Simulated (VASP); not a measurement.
# Ag2HCl2 in VASP: single point with PBE+D3(BJ)

Aim: the single point of Ag2HCl2 with PBE+D3(BJ).

Everything below comes from runs of VASP 6.6.1. Logs are shortened: lines on timing, memory, paths and dates and some standing lists are left out, and cuts for length are marked.

### Step 1. The cell of the first run

The cell holds a slab with vacuum, 5 atoms: a = 3.897 Å, b = 3.897 Å, c = 20.148 Å, α = 90.00°, β = 90.00°, γ = 90.00°.

### Step 2. Single point, PBE+D3(BJ), collinear spin, ferromagnetic start

File INCAR:

```
PREC     = Accurate       # precision mode
ENCUT    = 520            # plane-wave cutoff, eV
EDIFF    = 1E-7           # SCF threshold, eV
ISMEAR   = 0              # smearing method
SIGMA    = 0.05           # smearing width, eV
LREAL    = False          # projectors in reciprocal space
LASPH    = True           # aspherical terms in the spheres
NELM     = 150            # most SCF steps
ALGO     = Normal         # electronic algorithm
ISIF     = 2              # what is computed and relaxed
LWAVE    = False          # write WAVECAR
LCHARG   = False          # write CHGCAR
ISPIN    = 2              # spin polarisation
MAGMOM   = 0 0 0 0 1      # initial moments
LORBIT   = 11             # projections on sites
LMAXMIX  = 4              # l up to which the mixer works
LDIPOL   = True         
IDIPOL   = 3            
DIPOL    = 0.5 0.5 0.315
GGA      = PE             # functional
IVDW     = 12             # dispersion correction
NBANDS   = 30             # bands
```

File KPOINTS:

```
regular mesh
0
Gamma
  7 7 1
```

File POSCAR:

```
Ag2HCl2
1.0
    3.8966246593      0.0000000000      0.0000000000
    0.0000000000      3.8966246593      0.0000000000
    0.0000000000      0.0000000000     20.1478735173
Ag Cl H
2 2 1
Direct
    0.0000000000      0.0000000000      0.1985321179
    0.5000000000      0.5000000000      0.3337564577
    0.5000000000      0.5000000000      0.1985321179
    0.0000000000      0.0000000000      0.3398807081
    0.0000000000      0.0000000000      0.5036697053
```

Potentials or basis: VASP PAW PBE potentials, release 64 (Ag, Cl, H).

On the command line:

```sh
$ cat potpaw_PBE.64/Ag/POTCAR potpaw_PBE.64/Cl/POTCAR potpaw_PBE.64/H/POTCAR > POTCAR
$ mpirun -np 1 vasp_std > vasp.out
```

OUTCAR:

```text
PREC = Accurate
   ENCUT = 520
   EDIFF = 1E-7
   ISMEAR = 0
   LREAL = False
   LASPH = True
   NELM = 150
   ISIF = 2
   ISPIN = 2
   LORBIT = 11
   GGA = PE
   IVDW = 12
 IVDW          = 12

 ion  position               nearest neighbor table
   1  0.000  0.000  0.199-   3 2.76   3 2.76   3 2.76   3 2.76   4 2.85
   2  0.500  0.500  0.334-   3 2.72   4 2.76   4 2.76   4 2.76   4 2.76
   3  0.500  0.500  0.199-   2 2.72   1 2.76   1 2.76   1 2.76   1 2.76
   4  0.000  0.000  0.340-   2 2.76   2 2.76   2 2.76   2 2.76   1 2.85
   5  0.000  0.000  0.504-

  LATTYP: Found a simple tetragonal cell.
 ALAT       =     3.8966246593
 C/A-ratio  =     5.1705964210

  Lattice vectors:

 A1 = (   3.8966246593,   0.0000000000,   0.0000000000)
 A2 = (   0.0000000000,   3.8966246593,   0.0000000000)
 A3 = (   0.0000000000,   0.0000000000,  20.1478735173)

Analysis of symmetry for initial positions (statically):
=====================================================================
 Subroutine PRICEL returns:
 Original cell was already a primitive cell.

 Routine SETGRP: Setting up the symmetry group for a
 simple tetragonal supercell.

 Subroutine GETGRP returns: Found  8 space group operations
 (whereof  8 operations were pure point group operations)
 out of a pool of 16 trial point group operations.

The static configuration has the point symmetry C_4v.

Analysis of symmetry for dynamics (positions and initial velocities):
=====================================================================
 Subroutine PRICEL returns:
 Original cell was already a primitive cell.

 Routine SETGRP: Setting up the symmetry group for a
 simple tetragonal supercell.

 Subroutine GETGRP returns: Found  8 space group operations
 (whereof  8 operations were pure point group operations)
 out of a pool of 16 trial point group operations.

The dynamic configuration has the point symmetry C_4v.

Analysis of structural, dynamic, and magnetic symmetry:
=====================================================================
 Subroutine PRICEL returns:
 Original cell was already a primitive cell.

 Routine SETGRP: Setting up the symmetry group for a
 simple tetragonal supercell.

 Subroutine GETGRP returns: Found  8 space group operations
 (whereof  8 operations were pure point group operations)
 out of a pool of 16 trial point group operations.

The overall configuration has the point symmetry C_4v.

 Subroutine INISYM returns: Found  8 space group operations
 (whereof  8 operations are pure point group operations),
 and found     1 'primitive' translations

----------------------------------------------------------------------------------------

                                     Primitive cell

  volume of cell :     305.9189

  direct lattice vectors                    reciprocal lattice vectors
     3.896624659  0.000000000  0.000000000     0.256632365  0.000000000  0.000000000
     0.000000000  3.896624659  0.000000000     0.000000000  0.256632365  0.000000000
     0.000000000  0.000000000 20.147873517     0.000000000  0.000000000  0.049633029

  length of vectors
     3.896624659  3.896624659 20.147873517     0.256632365  0.256632365  0.049633029

  position of ions in fractional coordinates (direct lattice)
     0.000000000  0.000000000  0.198532118
     0.500000000  0.500000000  0.333756458
     0.500000000  0.500000000  0.198532118
     0.000000000  0.000000000  0.339880708
     0.000000000  0.000000000  0.503669705

  ion indices of the primitive-cell ions
   primitive index   ion index
                 1           1
                 2           2
                 3           3
                 4           4
                 5           5

----------------------------------------------------------------------------------------

 KPOINTS: regular mesh

Automatic generation of k-mesh.
[... 29 lines left out ...]
  0.428571  0.142857  0.000000      8.000000
  0.285714  0.285714  0.000000      4.000000
  0.428571  0.285714  0.000000      8.000000
  0.428571  0.428571  0.000000      4.000000
   k-points           NKPTS =     10   k-points in BZ     NKDIM =     10   number of bands    NBANDS=     30
   number of dos      NEDOS =    301   number of ions     NIONS =      5
   total plane-waves  NPLWV = 135000
   dimension x,y,z NGX =    30 NGY =   30 NGZ =  150
   dimension x,y,z NGXF=    60 NGYF=   60 NGZF=  300
   ions per type =               2   2   1
   NGX,Y,Z   is equivalent  to a cutoff of  12.80, 12.80, 12.38 a.u.
   NGXF,Y,Z  is equivalent  to a cutoff of  25.60, 25.60, 24.75 a.u.
 SYSTEM =  unknown system
   PREC   = accura    normal or accurate (medium, high low for compatibility)
   ISTART =      0    job   : 0-new  1-cont  2-samecut
   ICHARG =      2    charge: 1-file 2-atom 10-const
   ISPIN  =      2    spin polarized calculation?
   LNONCOLLINEAR =      F non collinear calculations
   LSORBIT =      F    spin-orbit coupling
   LASPH  =      T    aspherical Exc in radial PAW
   ENCUT  =  520.0 eV  38.22 Ry    6.18 a.u.   7.25  7.25 37.46*2*pi/ulx,y,z
   NELM   =    150;   NELMIN=  2; NELMDL= -5     # of ELM steps
   EDIFF  = 0.1E-06   stopping-criterion for ELM
   LREAL  =      F    real-space projection
   EDIFFG = 0.1E-05   stopping-criterion for IOM
   NSW    =      0    number of steps for IOM
   IBRION =     -1    ionic relax: 0-MD 1-quasi-New 2-CG
   NFREE  =      0    steps in history (QN), initial steepest desc. (CG)
   ISIF   =      2    stress and relaxation
   ISYM   =      2    0-nonsym 1-usesym 2-fastsym
   POTIM  = 0.5000    time-step for ionic-motion
   TEBEG  =    0.0;   TEEND  =   0.0 temperature during run
   PSTRESS=    0.0 pullay stress
   NELECT =      37.0000    total number of electrons
   NUPDOWN=      -1.0000    fix difference up-down
   EMIN   =  10.00;   EMAX   =-10.00  energy-range for DOS
   EFERMI =   0.00;   METHOD = LEGACY
   ISMEAR =     0;   SIGMA  =   0.05  broadening in eV -4-tet -1-fermi 0-gaus
   EFERMI_NEDOS =   21; number of points for ismear=-14 and -15
   IALGO  =     38    algorithm
   IMIX   =      4    mixing-type and parameters
     AMIX     =   0.40;   BMIX     =  1.00
     AMIX_MAG =   1.60;   BMIX_MAG =  1.00
  volume/ion in A,a.u.               =      61.18       412.89
  Fermi-wavevector in a.u.,A,eV,Ry     =   0.809605  1.529932  8.918082  0.655461
  Thomas-Fermi vector in A             =   1.918627
   LORBIT       =     11    0 simple, 1 ext, 2 COOP (PROOUT), +10 PAW based schemes
   GGA     = PE    functional components
   LHFCALC =     F    Hartree Fock is set to
   AEXX    =    0.0000 exact exchange contribution
   IVDW    =    12    specifies the selected vdW correction
   LEPSILON=     F    determine dielectric tensor
   LRPA    =     F    only Hartree local field effects (RPA)
 spin polarized calculation
 Gauss-broadening in eV      SIGMA  =   0.05
  energy-cutoff  :      520.00
  volume of cell :      305.92
 maximum number of plane-waves:      8267
 NGX is ok and might be reduce to    30
   NGX = 15   NGY = 15   NGZ = 75

 dipolmoment           0.000000      0.000000     -0.000009 electrons x Angstroem

 number of electron      37.0000010 magnetization       1.0000000

 dipolmoment           0.000000      0.000000      0.039708 electrons x Angstroem

 Free energy of the ion-electron system (eV)
  ---------------------------------------------------
  ext. energy  EPLUGINS =         0.00000000
  ---------------------------------------------------
  free energy    TOTEN  =       -11.71585144 eV

  energy without entropy =      -11.71585144  energy(sigma->0) =      -11.71585144

 E-fermi :  -2.4363     XC(G=0):  -3.6271

 val. band max:       -2.7333375194   @ k =   0.4286   0.0000   0.0000
 cond. band min:      -1.6150543176   @ k =   0.0000   0.0000   0.0000
 fundamental gap:      1.1182832019
 Fermi energy:        -2.4362576134

 spin component 1

 k-point     1 :       0.0000    0.0000    0.0000
  band No.  band energies     occupation
      1     -17.7239      1.00000
      2     -17.3605      1.00000
      3      -6.6627      1.00000
      4      -6.0228      1.00000
      5      -5.7123      1.00000
      6      -5.7123      1.00000
[... 319 lines left out ...]
     29       5.8409      0.00000
     30       6.1666      0.00000
 Fermi energy:        -2.4362576134

 spin component 2

 k-point     1 :       0.0000    0.0000    0.0000
  band No.  band energies     occupation
      1     -17.7224      1.00000
      2     -17.3529      1.00000
      3      -6.6526      1.00000
      4      -5.9706      1.00000
      5      -5.7110      1.00000
      6      -5.7110      1.00000
[... 319 lines left out ...]
     29       6.2959      0.00000
     30       6.4375      0.00000

------------------------ aborting loop because EDIFF is reached ----------------------------------------

 vacuum level on the upper side and lower side of the slab       (xc-potential included)         0.184        -0.239

 Edisp (eV)   -0.89215

 E8    (eV) :    -0.3713

  FORCE on cell =-STRESS in cart. coord.  units (eV):
  Direction    XX          YY          ZZ          XY          YZ          ZX
  --------------------------------------------------------------------------------------
  -------------------------------------------------------------------------------------
  Total      -1.83118    -1.83118    -0.08468     0.00000     0.00000     0.00000
  in kB      -9.59037    -9.59037    -0.44349     0.00000     0.00000     0.00000
  external pressure =       -6.54 kB  Pullay stress =        0.00 kB

 VOLUME and BASIS-vectors are now :
 -----------------------------------------------------------------------------
  energy-cutoff  :      520.00
  volume of cell :      305.92
      direct lattice vectors                 reciprocal lattice vectors
     3.896624659  0.000000000  0.000000000     0.256632365  0.000000000  0.000000000
     0.000000000  3.896624659  0.000000000     0.000000000  0.256632365  0.000000000
     0.000000000  0.000000000 20.147873517     0.000000000  0.000000000  0.049633029

 POSITION                                       TOTAL-FORCE (eV/Angst)
 -----------------------------------------------------------------------------------
      0.00000      0.00000      4.00000         0.000000      0.000000      0.258826
      1.94831      1.94831      6.72448         0.000000     -0.000000      0.011909
      1.94831      1.94831      4.00000         0.000000      0.000000     -0.264221
      0.00000      0.00000      6.84787         0.000000      0.000000      0.006476
      0.00000      0.00000     10.14787         0.000000      0.000000     -0.012991
 -----------------------------------------------------------------------------------
    total drift:                                0.000000      0.000000      0.000175

  FREE ENERGIE OF THE ION-ELECTRON SYSTEM (eV)
  ---------------------------------------------------
  free  energy   TOTEN  =       -12.6080013852 eV

  energy  without entropy=      -12.6080013852  energy(sigma->0) =      -12.60800139

 vacuum level on the upper side and lower side of the slab         2.864         2.403

 total charge

# of ion       s       p       d       tot
------------------------------------------
    1        0.192   0.121   9.369   9.682
    2        0.195   0.129   9.369   9.693
    3        1.600   3.473   0.000   5.074
    4        1.600   3.472   0.000   5.072
    5        0.380   0.000   0.000   0.380
--------------------------------------------------
tot          3.967   7.196  18.738  29.901

 magnetization (x)

# of ion       s       p       d       tot
------------------------------------------
    1        0.000   0.000   0.000   0.001
    2       -0.000  -0.000   0.001   0.001
    3        0.000   0.000   0.000   0.001
    4        0.001   0.006   0.000   0.007
    5        0.379   0.000   0.000   0.379
--------------------------------------------------
tot          0.380   0.007   0.001   0.388
```

Wall time 5.1 min (1 thread of Intel Xeon Platinum 8488C (Sapphire Rapids), shared host); peak memory 0.52 GiB.

Results:

- Free energy: -12.6080 eV
- Largest force: 0.264 eV/Å
- Band gap on the k mesh: 1.12 eV, indirect (least direct gap 2.54 eV)
- Net moment: 1.00 μB per cell
- Site moments: Ag +0.00; Cl +0.00, +0.01; H +0.38 μB
- Valence electrons inside the program's atomic spheres: Ag 9.68, 9.69; Cl 5.07; H 0.38
- Dispersion energy per atom: -0.178 eV

Forces in eV/Å, atoms in the order of the input:
```
Ag   0.000  0.000  0.259
Ag   0.000  0.000  0.012
Cl   0.000  0.000 -0.264
Cl   0.000  0.000  0.006
H    0.000  0.000 -0.013
```
